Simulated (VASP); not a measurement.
# InSe in VASP: single point with PBE+D3(BJ)

Aim: the single point of InSe with PBE+D3(BJ).

The COD entry that gives the cell may itself be a prediction, so a difference from it is no test against experiment.

Program: VASP 6.6.1. These are calculated values, not measurements. Logs are shortened: lines on timing, memory, paths and dates and some standing lists are left out, and cuts for length are marked.

**1. The cell of the first run**

The cell holds a slab with vacuum, 8 atoms: a = 4.027 Å, b = 4.027 Å, c = 28.271 Å, α = 90.00°, β = 90.00°, γ = 120.00°.

**2. Single point, PBE+D3(BJ)**

File INCAR:

```
PREC = Accurate ; ENCUT = 400
EDIFF = 1E-6 ; ISMEAR = 0
SIGMA = 0.05 ; LREAL = False
LASPH = True ; NELM = 120
ALGO = Normal ; ISIF = 2
LWAVE = False ; LCHARG = False
LDIPOL = True ; IDIPOL = 3
DIPOL = 0.5 0.5 0.412 ; GGA = PE
IVDW = 12 ; NBANDS = 48
GGA_COMPAT = False ; NELMDL = -8
```

File KPOINTS:

```
regular mesh
0
Gamma
  9 9 1
```

File POSCAR:

```
InSe
1.0
    4.0266103653      0.0000000000      0.0000000000
   -2.0133051827      3.4871468675      0.0000000000
    0.0000000000      0.0000000000     28.2707107737
Se In
4 4
Direct
    0.0000000000      0.0000000000      0.1591753400
    0.0000000000      0.0000000000      0.3496677344
    0.1111111111      0.2222222222      0.4738244996
    0.1111111111      0.2222222222      0.6643168940
    0.6666666667      0.3333333333      0.2049979902
    0.6666666667      0.3333333333      0.3038451596
    0.7777777778      0.5555555556      0.5196471499
    0.7777777778      0.5555555556      0.6184943192
```

Potentials or basis: VASP PAW PBE potentials, release 64 (Se, In_d).

The run is started by

```sh
$ cat potpaw_PBE.64/Se/POTCAR potpaw_PBE.64/In_d/POTCAR > POTCAR
$ mpirun -np 1 vasp_std > vasp.out
```

OUTCAR:

```text
PREC = Accurate
   ENCUT = 400
   EDIFF = 1E-6
   ISMEAR = 0
   LREAL = False
   LASPH = True
   NELM = 120
   ISIF = 2
   GGA = PE
   IVDW = 12
   NELMDL = -8
 IVDW          = 12

 ion  position               nearest neighbor table
   1  0.000  0.000  0.159-   5 2.66   5 2.66   5 2.66
   2  0.000  0.000  0.350-   6 2.66   6 2.66   6 2.66
   3  0.111  0.222  0.474-   7 2.66   7 2.66   7 2.66
   4  0.111  0.222  0.664-   8 2.66   8 2.66   8 2.66
   5  0.667  0.333  0.205-   1 2.66   1 2.66   1 2.66   6 2.79
   6  0.667  0.333  0.304-   2 2.66   2 2.66   2 2.66   5 2.79
   7  0.778  0.556  0.520-   3 2.66   3 2.66   3 2.66   8 2.79
   8  0.778  0.556  0.618-   4 2.66   4 2.66   4 2.66   7 2.79

  LATTYP: Found a hexagonal cell.
 ALAT       =     4.0266103653
 C/A-ratio  =     7.0209700490

  Lattice vectors:

 A1 = (   4.0266103653,   0.0000000000,   0.0000000000)
 A2 = (  -2.0133051827,   3.4871468675,   0.0000000000)
 A3 = (   0.0000000000,   0.0000000000,  28.2707107737)

Analysis of symmetry for initial positions (statically):
=====================================================================
 Subroutine PRICEL returns:
 Original cell was already a primitive cell.

 Routine SETGRP: Setting up the symmetry group for a
 hexagonal supercell.

 Subroutine GETGRP returns: Found  2 space group operations
 (whereof  2 operations were pure point group operations)
 out of a pool of 24 trial point group operations.

The static configuration has the point symmetry C_1h.

Analysis of symmetry for dynamics (positions and initial velocities):
=====================================================================
 Subroutine PRICEL returns:
 Original cell was already a primitive cell.

 Routine SETGRP: Setting up the symmetry group for a
 hexagonal supercell.

 Subroutine GETGRP returns: Found  2 space group operations
 (whereof  2 operations were pure point group operations)
 out of a pool of 24 trial point group operations.

The dynamic configuration has the point symmetry C_1h.

 Subroutine INISYM returns: Found  2 space group operations
 (whereof  2 operations are pure point group operations),
 and found     1 'primitive' translations

----------------------------------------------------------------------------------------

                                     Primitive cell

  volume of cell :     396.9598

  direct lattice vectors                    reciprocal lattice vectors
     4.026610365  0.000000000  0.000000000     0.248347843  0.143383694  0.000000000
    -2.013305183  3.487146867  0.000000000     0.000000000  0.286767388  0.000000000
     0.000000000  0.000000000 28.270710774     0.000000000  0.000000000  0.035372298
[... 112 lines left out ...]
   IALGO  =     38    algorithm
   IMIX   =      4    mixing-type and parameters
     AMIX     =   0.40;   BMIX     =  1.00
     AMIX_MAG =   1.60;   BMIX_MAG =  1.00
  volume/ion in A,a.u.               =      49.62       334.85
  Fermi-wavevector in a.u.,A,eV,Ry     =   0.943548  1.783047 12.113024  0.890282
  Thomas-Fermi vector in A             =   2.071266
   LORBIT       =      0    0 simple, 1 ext, 2 COOP (PROOUT), +10 PAW based schemes
   GGA     = PE    functional components
   LHFCALC =     F    Hartree Fock is set to
   AEXX    =    0.0000 exact exchange contribution
   IVDW    =    12    specifies the selected vdW correction
   LEPSILON=     F    determine dielectric tensor
   LRPA    =     F    only Hartree local field effects (RPA)
 non-spin polarized calculation
 Gauss-broadening in eV      SIGMA  =   0.05
  energy-cutoff  :      400.00
  volume of cell :      396.96
 maximum number of plane-waves:      7281
 NGX is ok and might be reduce to    28
   NGX = 13   NGY = 13   NGZ = 93

 dipolmoment           0.000000      0.000000      0.000088 electrons x Angstroem

 number of electron      75.9999995 magnetization

 dipolmoment           0.000000      0.000000     -0.000018 electrons x Angstroem

 Free energy of the ion-electron system (eV)
  ---------------------------------------------------
  ext. energy  EPLUGINS =         0.00000000
  ---------------------------------------------------
  free energy    TOTEN  =       -28.36272306 eV

  energy without entropy =      -28.36272306  energy(sigma->0) =      -28.36272306

 E-fermi :   0.0292     XC(G=0):  -5.6779

 val. band max:       -0.1868000927   @ k =   0.1111   0.0000   0.0000
 cond. band min:       0.9469107526   @ k =   0.0000   0.0000   0.0000
 fundamental gap:      1.1337108452
 Fermi energy:         0.0292048048

 k-point     1 :       0.0000    0.0000    0.0000
  band No.  band energies     occupation
      1     -14.5143      2.00000
      2     -14.5139      2.00000
      3     -14.3314      2.00000
      4     -14.3312      2.00000
      5     -14.3307      2.00000
      6     -14.3303      2.00000
[... 1213 lines left out ...]
     47       5.2432      0.00000
     48       5.3635      0.00000

 [... further k-points ...]

------------------------ aborting loop because EDIFF is reached ----------------------------------------

 vacuum level on the upper side and lower side of the slab       (xc-potential included)        -0.141        -0.140

 Edisp (eV)   -1.99243

 E8    (eV) :    -0.9336

  FORCE on cell =-STRESS in cart. coord.  units (eV):
  Direction    XX          YY          ZZ          XY          YZ          ZX
  --------------------------------------------------------------------------------------
  -------------------------------------------------------------------------------------
  Total      -0.12028    -0.06943     0.06931     0.00000     0.19327    -0.00000
  in kB      -0.48547    -0.28024     0.27976     0.00000     0.78008    -0.00000
  external pressure =       -0.16 kB  Pullay stress =        0.00 kB

 VOLUME and BASIS-vectors are now :
 -----------------------------------------------------------------------------
  energy-cutoff  :      400.00
  volume of cell :      396.96
      direct lattice vectors                 reciprocal lattice vectors
     4.026610365  0.000000000  0.000000000     0.248347843  0.143383694  0.000000000
    -2.013305183  3.487146867  0.000000000     0.000000000  0.286767388  0.000000000
     0.000000000  0.000000000 28.270710774     0.000000000  0.000000000  0.035372298

 POSITION                                       TOTAL-FORCE (eV/Angst)
 -----------------------------------------------------------------------------------
      0.00000      0.00000      4.50000         0.000000     -0.001202     -0.011568
      0.00000      0.00000      9.88536         0.000000     -0.048277     -0.013777
     -0.00000      0.77492     13.39536        -0.000000      0.045176      0.013666
     -0.00000      0.77492     18.78071        -0.000000      0.001005      0.011652
      2.01331      1.16238      5.79544         0.000000     -0.003644      0.009732
      2.01331      1.16238      8.58992        -0.000000      0.006488     -0.014685
      2.01331      1.93730     14.69079         0.000000     -0.001946      0.014769
      2.01331      1.93730     17.48527        -0.000000      0.002400     -0.009790
 -----------------------------------------------------------------------------------
    total drift:                               -0.000000     -0.000928     -0.001181

  FREE ENERGIE OF THE ION-ELECTRON SYSTEM (eV)
  ---------------------------------------------------
  free  energy   TOTEN  =       -30.3551544924 eV

  energy  without entropy=      -30.3551544924  energy(sigma->0) =      -30.35515449

 vacuum level on the upper side and lower side of the slab         5.399         5.400
```

OSZICAR:

```text
N       E                     dE             d eps       ncg     rms          rms(c)
DAV:   1     0.656069677267E+03    0.65607E+03   -0.29057E+04  2536   0.125E+03
DAV:   2     0.565826032544E+02   -0.59949E+03   -0.58350E+03  2616   0.347E+02
DAV:   3    -0.249165310136E+02   -0.81499E+02   -0.80225E+02  2968   0.162E+02
[... 18 lines left out ...]
DAV:  22    -0.283627100824E+02   -0.10737E-04   -0.16814E-07  1776   0.405E-03    0.995E-04
DAV:  23    -0.283627171160E+02   -0.70336E-05   -0.11389E-07  1680   0.239E-03    0.880E-04
DAV:  24    -0.283627208890E+02   -0.37730E-05   -0.73631E-08  1616   0.187E-03    0.481E-04
DAV:  25    -0.283627227059E+02   -0.18169E-05   -0.33338E-08  1544   0.105E-03    0.214E-04
DAV:  26    -0.283627230597E+02   -0.35384E-06   -0.11163E-08  1448   0.709E-04
   1 F= -.30355154E+02 E0= -.30355154E+02  d E =-.141570E-10
```

Run time: 9.7 min. Hardware: 1 thread of Intel Xeon Platinum 8488C (Sapphire Rapids), shared host; peak memory 0.54 GiB.

Results:

```yaml
Free_energy: -30.3552 eV
Largest_force: 0.050 eV/Å
Band_gap_on_the_k_mesh: 1.13 eV, indirect (least direct gap 1.19 eV)
Dispersion_energy_per_atom: -0.249 eV
```

Forces on the atoms (eV/Å):
```
Se   0.000 -0.001 -0.012
Se   0.000 -0.048 -0.014
Se   0.000  0.045  0.014
Se   0.000  0.001  0.012
In   0.000 -0.004  0.010
In   0.000  0.006 -0.015
In   0.000 -0.002  0.015
In   0.000  0.002 -0.010
```

Caveat: spin-orbit coupling is left out, which moves the levels of the heavy elements.
